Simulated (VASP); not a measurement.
# BaOs (Pm-3m) in VASP: settings compared, part 2 of 2

VASP 6.6.1. The steps go on from the part before.

### Step 5. Single point, PBE, non-collinear spin, zero start, spin-orbit coupling

Input file INCAR:

```
SYSTEM = BaOs
  PREC = Accurate
  ENCUT = 520
  EDIFF = 1E-6
  ISMEAR = 0
  SIGMA = 0.05
  LREAL = .False.
  LASPH = .True.
  NELM = 150
  ALGO = Fast
  ISIF = 2
  LWAVE = .False.
  LCHARG = .True.
  MAGMOM = 0 0 0 0 0 0
  LORBIT = 11
  LSORBIT = .True.
  GGA_COMPAT = .False.
  LORBMOM = .True.
  LMAXMIX = 4
  GGA = PE
  LVHAR = .True.
  NBANDS = 30
```

Input file KPOINTS:

```
Automatic mesh
0
Gamma
  8 8 8
  0 0 0
```

Input file POSCAR:

```
BaOs
1.0
    3.7279657443      0.0000000000      0.0000000000
    0.0000000000      3.7279657443      0.0000000000
    0.0000000000      0.0000000000      3.7279657443
Ba Os
1 1
Direct
    0.0000000000      0.0000000000      0.0000000000
    0.5000000000      0.5000000000      0.5000000000
```

Potentials or basis: VASP PAW PBE potentials, release 64 (Ba_sv, Os).

On the command line:

```sh
cat potpaw_PBE.64/Ba_sv/POTCAR potpaw_PBE.64/Os/POTCAR > POTCAR
mpirun -np 1 vasp_ncl > vasp.out
```

OUTCAR:

```text
SYSTEM = BaOs
   PREC = Accurate
   ENCUT = 520
   EDIFF = 1E-6
   ISMEAR = 0
   LREAL = .False.
   LASPH = .True.
   NELM = 150
   ISIF = 2
   LORBIT = 11
   LSORBIT = .True.
   GGA = PE

 ion  position               nearest neighbor table
   1  0.000  0.000  0.000-   2 3.23   2 3.23   2 3.23   2 3.23   2 3.23   2 3.23   2 3.23   2 3.23

   2  0.500  0.500  0.500-   1 3.23   1 3.23   1 3.23   1 3.23   1 3.23   1 3.23   1 3.23   1 3.23

  LATTYP: Found a simple cubic cell.
 ALAT       =     3.7279657443

  Lattice vectors:

 A1 = (   3.7279657443,   0.0000000000,   0.0000000000)
 A2 = (   0.0000000000,   3.7279657443,   0.0000000000)
 A3 = (   0.0000000000,   0.0000000000,   3.7279657443)

Analysis of symmetry for initial positions (statically):
=====================================================================
 Subroutine PRICEL returns:
 Original cell was already a primitive cell.

 Routine SETGRP: Setting up the symmetry group for a
 simple cubic supercell.

 Subroutine GETGRP returns: Found 48 space group operations
 (whereof 48 operations were pure point group operations)
 out of a pool of 48 trial point group operations.

The static configuration has the point symmetry O_h .

Analysis of symmetry for dynamics (positions and initial velocities):
=====================================================================
 Subroutine PRICEL returns:
 Original cell was already a primitive cell.

 Routine SETGRP: Setting up the symmetry group for a
 simple cubic supercell.

 Subroutine GETGRP returns: Found 48 space group operations
 (whereof 48 operations were pure point group operations)
 out of a pool of 48 trial point group operations.

The dynamic configuration has the point symmetry O_h .

Analysis of structural, dynamic, and magnetic symmetry:
=====================================================================
 Subroutine PRICEL returns:
 Original cell was already a primitive cell.

 Routine SETGRP: Setting up the symmetry group for a
 simple cubic supercell.

 Subroutine GETGRP returns: Found 48 space group operations
 (whereof 48 operations were pure point group operations)
 out of a pool of 48 trial point group operations.

The overall configuration has the point symmetry O_h .

 Subroutine INISYM returns: Found 48 space group operations
 (whereof 48 operations are pure point group operations),
 and found     1 'primitive' translations

----------------------------------------------------------------------------------------

                                     Primitive cell

  volume of cell :      51.8103

  direct lattice vectors                    reciprocal lattice vectors
     3.727965744  0.000000000  0.000000000     0.268242808  0.000000000  0.000000000
     0.000000000  3.727965744  0.000000000     0.000000000  0.268242808  0.000000000
     0.000000000  0.000000000  3.727965744     0.000000000  0.000000000  0.268242808

  length of vectors
     3.727965744  3.727965744  3.727965744     0.268242808  0.268242808  0.268242808

[... 936 lines left out ...]
  FORCE on cell =-STRESS in cart. coord.  units (eV):
  Direction    XX          YY          ZZ          XY          YZ          ZX
  --------------------------------------------------------------------------------------
  -------------------------------------------------------------------------------------
  Total        1.0370660      1.0370660      1.0370660      0.0000000      0.0000000      0.0000000
  in kB       32.0701695     32.0701695     32.0701695      0.0000000      0.0000000      0.0000000
  external PRESSURE =      32.0701695 kB  Pullay stress =       0.0000000 kB

 VOLUME and BASIS-vectors are now :
 -----------------------------------------------------------------------------
  energy-cutoff  :      520.00
  volume of cell :       51.81
      direct lattice vectors                 reciprocal lattice vectors
     3.727965744  0.000000000  0.000000000     0.268242808  0.000000000  0.000000000
     0.000000000  3.727965744  0.000000000     0.000000000  0.268242808  0.000000000
     0.000000000  0.000000000  3.727965744     0.000000000  0.000000000  0.268242808

 POSITION                                       TOTAL-FORCE (eV/Angst)
 -----------------------------------------------------------------------------------
      0.00000      0.00000      0.00000         0.000000      0.000000      0.000000
      1.86398      1.86398      1.86398         0.000000      0.000000      0.000000
 -----------------------------------------------------------------------------------
    total drift:                                0.000000      0.000000      0.000000

  FREE ENERGIE OF THE ION-ELECTRON SYSTEM (eV)
  ---------------------------------------------------
  free  energy   TOTEN  =       -10.6586254102 eV

  energy  without entropy=      -10.6516039102  energy(sigma->0) =      -10.65511466

 orbital moment (x)

 # of ion     p       d       tot
 ----------------------------------------
  1        -0.000  -0.000  -0.000
  2        -0.000  -0.000  -0.000
 ----------------------------------------
           -0.000  -0.000  -0.000

 orbital moment (y)

 # of ion     p       d       tot
 ----------------------------------------
  1         0.000   0.000   0.000
  2         0.000   0.000   0.000
 ----------------------------------------
            0.000   0.000   0.000

 orbital moment (z)

 # of ion     p       d       tot
 ----------------------------------------
  1         0.000   0.000   0.000
  2         0.000   0.000   0.000
 ----------------------------------------
            0.000   0.000   0.000

 Spin-Orbit-Coupling matrix elements

 Ion:    1  E_soc:     -0.4403324
 l=   1
     0.0000000    -0.0721578    -0.0721578
    -0.0721578     0.0000000    -0.0721578
    -0.0721578    -0.0721578     0.0000000
 l=   2
     0.0000000    -0.0004946     0.0000000    -0.0004946    -0.0007363
    -0.0004946     0.0000000    -0.0005523    -0.0004946    -0.0001841
     0.0000000    -0.0005523     0.0000000    -0.0005523     0.0000000
    -0.0004946    -0.0004946    -0.0005523     0.0000000    -0.0001841
    -0.0007363    -0.0001841     0.0000000    -0.0001841     0.0000000
 l=   3
     0.0000000     0.0000000     0.0000000     0.0000000     0.0000000     0.0000000     0.0000000
     0.0000000     0.0000000     0.0000000     0.0000000     0.0000000     0.0000000     0.0000000
     0.0000000     0.0000000     0.0000000     0.0000000     0.0000000     0.0000000     0.0000000
     0.0000000     0.0000000     0.0000000     0.0000000     0.0000000     0.0000000     0.0000000
     0.0000000     0.0000000     0.0000000     0.0000000     0.0000000     0.0000000     0.0000000
     0.0000000     0.0000000     0.0000000     0.0000000     0.0000000     0.0000000     0.0000000
     0.0000000     0.0000000     0.0000000     0.0000000     0.0000000     0.0000000     0.0000000

 Ion:    2  E_soc:     -0.8225742
 l=   1
     0.0000000    -0.0100764    -0.0100764
    -0.0100764     0.0000000    -0.0100764
    -0.0100764    -0.0100764     0.0000000
 l=   2
     0.0000000    -0.0328797     0.0000000    -0.0328797    -0.0941396
    -0.0328797     0.0000000    -0.0706047    -0.0328797    -0.0235349
     0.0000000    -0.0706047     0.0000000    -0.0706047     0.0000000
    -0.0328797    -0.0328797    -0.0706047     0.0000000    -0.0235349
    -0.0941396    -0.0235349     0.0000000    -0.0235349     0.0000000
 l=   3
     0.0000000     0.0000000     0.0000000     0.0000000     0.0000000     0.0000000     0.0000000
     0.0000000     0.0000000     0.0000000     0.0000000     0.0000000     0.0000000     0.0000000
     0.0000000     0.0000000     0.0000000     0.0000000     0.0000000     0.0000000     0.0000000
     0.0000000     0.0000000     0.0000000     0.0000000     0.0000000     0.0000000     0.0000000
     0.0000000     0.0000000     0.0000000     0.0000000     0.0000000     0.0000000     0.0000000
     0.0000000     0.0000000     0.0000000     0.0000000     0.0000000     0.0000000     0.0000000
     0.0000000     0.0000000     0.0000000     0.0000000     0.0000000     0.0000000     0.0000000

 total charge

# of ion       s       p       d       tot
------------------------------------------
    1        2.058   5.511   0.614   8.183
    2        0.652   0.152   5.984   6.788
--------------------------------------------------
tot          2.710   5.663   6.598  14.972

 magnetization (x)

# of ion       s       p       d       tot
------------------------------------------
    1       -0.000   0.000  -0.000  -0.000
    2        0.000  -0.000  -0.000  -0.000
--------------------------------------------------
tot         -0.000   0.000  -0.000  -0.000

 magnetization (y)

# of ion       s       p       d       tot
------------------------------------------
    1       -0.000   0.000   0.000  -0.000
    2        0.000   0.000   0.000   0.000
--------------------------------------------------
tot         -0.000   0.000   0.000  -0.000

 magnetization (z)

# of ion       s       p       d       tot
------------------------------------------
    1        0.000   0.000   0.000   0.000
    2       -0.000  -0.000   0.000   0.000
--------------------------------------------------
tot         -0.000  -0.000   0.000   0.000
```

stdout:

```text
POSCAR found type information on POSCAR BaOs
 POSCAR found :  2 types and       2 ions
 scaLAPACK will be used
 LDA part: xc-table for (Slater+PW92), standard interpolation
 POSCAR, INCAR and KPOINTS ok, starting setup
 FFT: planning ... GRIDC
 FFT: planning ... GRID_SOFT
 FFT: planning ... GRID
 WAVECAR not read
 entering main loop
WARNING in EDDRMM: call to ZHEGV failed, returncode =   6  3     22
```

Wall time 80 s (1 thread of Intel Xeon Platinum 8488C (Sapphire Rapids), shared host); peak memory 0.29 GiB.

Results:

```yaml
Free_energy: -10.6586 eV
Pressure: 3.2 GPa
Net_moment: 0.00 μB per cell
Valence_electrons_inside_the_program's_atomic_spheres: Ba 8.18; Os 6.79
```

Moments on the atoms (μB; x, y, z):
```
Ba  0.00 0.00 0.00
Os  0.00 0.00 0.00
```

Caveat: the cell stands under pressure.

### Step 6. The runs side by side

| level | potentials or basis | spin | cell | gap on the mesh (eV) | pressure (GPa) |
| --- | --- | --- | --- | --- | --- |
| LDA | VASP PAW LDA potentials, release 64 (Ba_sv, Os) | off | a = 3.728 Å, 2 atoms | none | -4.2 |
| PBE | VASP PAW PBE potentials, release 64 (Ba_sv, Os) | off | a = 3.973 Å, 2 atoms | none | -5.5 |
| r2SCAN | VASP PAW PBE potentials, release 64 (Ba_sv, Os) | off | a = 3.728 Å, 2 atoms | none | 1.8 |
| PBE | VASP PAW PBE potentials, release 64 (Ba_sv, Os) | non-collinear, zero start, SOC | a = 3.728 Å, 2 atoms | - | 3.2 |

Alike in all rows: task single point; k mesh 8 × 8 × 8; cutoff (eV) 520; smearing gaussian 0.05 eV.

Caveats: spin-orbit coupling is left out, which moves the levels of the heavy elements (at least some runs); the cell stands under tension (at least some runs); the PAW data sets were made with another functional, which shifts forces and pressure a little (at least some runs); the cell stands under pressure (at least some runs).

Absolute energies hang on the potentials; compare differences alone.
